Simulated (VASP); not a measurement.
Set up this calculation in VASP 6.6.1, as the native input.

```yaml
Task: relaxation of cell and atoms
Functional: PBE
Potentials_or_basis: VASP PAW PBE potentials, release 64 (Mg, S)
Cutoff: 600 eV
k_mesh: 6 × 6 × 4
Occupations: gaussian, width 0.1 eV
Spin: no spin polarisation
Dipole_correction: no
Further_INCAR_settings: ALGO = Normal; EDIFF = 1e-07; IBRION = 2; EDIFFG = -0.04; NSW = 90; ISIF = 3
```

The structure of MgS lies in POSCAR:

```
MgS
1.0
    3.2502651300      0.0000000000      0.0000000000
   -1.6251325600      2.8148121700      0.0000000000
    0.0000000000      0.0000000000      5.0148897600
Mg S
1 1
Direct
    0.0000000000      0.0000000000      0.9907626500
    0.0000000000      0.0000000000      0.5954838200
```

The input as run:

INCAR

```
ALGO = Normal
EDIFF = 1E-7
EDIFFG = -0.04
ENCUT = 600
GGA = PE
IBRION = 2
ISIF = 3
ISMEAR = 0
LASPH = True
LCHARG = False
LREAL = False
LWAVE = False
NELM = 60
NSW = 90
PREC = Accurate
SIGMA = 0.1
```

KPOINTS

```
k-points
0
Gamma
  6 6 4
```

Potentials or basis: VASP PAW PBE potentials, release 64 (Mg, S).

Command:

```console
$ cat potpaw_PBE.64/Mg/POTCAR potpaw_PBE.64/S/POTCAR > POTCAR
$ mpirun -np 1 vasp_std > vasp.out
```

Results of the run:

- Relaxed volume: 53.81 Å³/atom
- Relaxed cell: a = 5.286 Å, b = 5.286 Å, c = 4.447 Å, α = 90.00°, β = 90.00°, γ = 120.00°
- Space group after relaxing (to 0.05 Å): P6/mmm (No. 191)
- Energy gained by relaxing: 1103.6 meV/atom
- Ionic steps: 29
- Pressure after relaxing: -0.1 GPa
- Largest force after relaxing: 0.035 eV/Å
- Band gap on the k mesh: 1.82 eV, indirect (least direct gap 2.07 eV)

Caveat: the volume moved by over 15 % at a fixed basis, so the end points are rough.

Run time: 3.4 min on 1 thread of Intel(R) Xeon(R) Platinum 8488C (Sapphire Rapids), with other jobs on the host, peak memory 0.18 GiB.
